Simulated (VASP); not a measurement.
Set up this calculation in VASP 6.6.1, as the native input.

* Task: single point
* Functional: LDA
* Potentials or basis: VASP PAW LDA potentials, release 64 (Mo_sv, S)
* Cutoff: 520 eV
* k mesh: 3 × 3 × 3
* Occupations: fermi-dirac, width 0.36 eV
* Spin: no spin polarisation
* Dipole correction: no
* Further INCAR settings: ALGO = Normal; EDIFF = 1e-06; NBANDS = 64

The structure of MoS2 lies in POSCAR:

```
MoS2
1.0
   -3.1710000000     -1.8307780000      6.1149970000
    3.1710000000     -1.8307780000      6.1149970000
    0.0000000000      3.6615550000      6.1149970000
Mo S
4 8
Direct
   -0.0747232543      0.1143338254     -0.0442385374
    0.4094641669      0.6665124167      0.0120370328
    0.5261891342      0.1935495883      0.4108587250
   -0.0390314907      0.5902021895      0.4144062262
    0.8154729951      0.8974975930      0.6294508391
    0.3923090896      0.2497988405      0.1330191877
    0.2520731021      0.3026249784      0.7664309405
    0.7835562245      0.7751677036      0.1272621811
    0.2403432226      0.9163444840      0.2198624372
    0.8020912027      0.3136648388      0.6518000178
    0.8376507885      0.3534502209      0.1976322966
    0.2680330416      0.9489538867      0.6427686856
```

These files were run (other wordings do the same):

INCAR

```
SYSTEM = MoS2
ALGO     = Normal         ! electronic algorithm
EDIFF    = 1E-6           ! SCF threshold, eV
ENCUT    = 520            ! plane-wave cutoff, eV
GGA      = CA             ! functional
ISIF     = 2              ! what is computed and relaxed
ISMEAR   = -1             ! smearing method
LASPH    = .TRUE.         ! aspherical terms in the spheres
LCHARG   = .FALSE.        ! write CHGCAR
LREAL    = .FALSE.        ! projectors in reciprocal space
LWAVE    = .FALSE.        ! write WAVECAR
NBANDS   = 64             ! bands
NELM     = 100            ! most SCF steps
PREC     = Accurate       ! precision mode
SIGMA    = 0.36           ! smearing width, eV
```

KPOINTS

```
k-points
0
G
  3 3 3
  0 0 0
```

Potentials or basis: VASP PAW LDA potentials, release 64 (Mo_sv, S).

Run with:

```console
$ cat potpaw_LDA.64/Mo_sv/POTCAR potpaw_LDA.64/S/POTCAR > POTCAR
$ mpirun -np 1 vasp_std > vasp.out
```

It gave:

The pressure is -2.4 GPa, the largest force is 4.782 eV/Å and the band gap on the k mesh is zero (bands 52 and 53 overlap by 0.19 eV).

Caveat: the k points lie up to 0.40 Å⁻¹ apart; so wide a smearing shifts energies and pressures; forces of over 1 eV/Å act on the atoms, so gaps and moduli don't describe the material at rest.

Run time: 2.9 min on 1 thread of Intel(R) Xeon(R) 6975P-C (Granite Rapids) (shared host), peak memory 0.38 GiB.
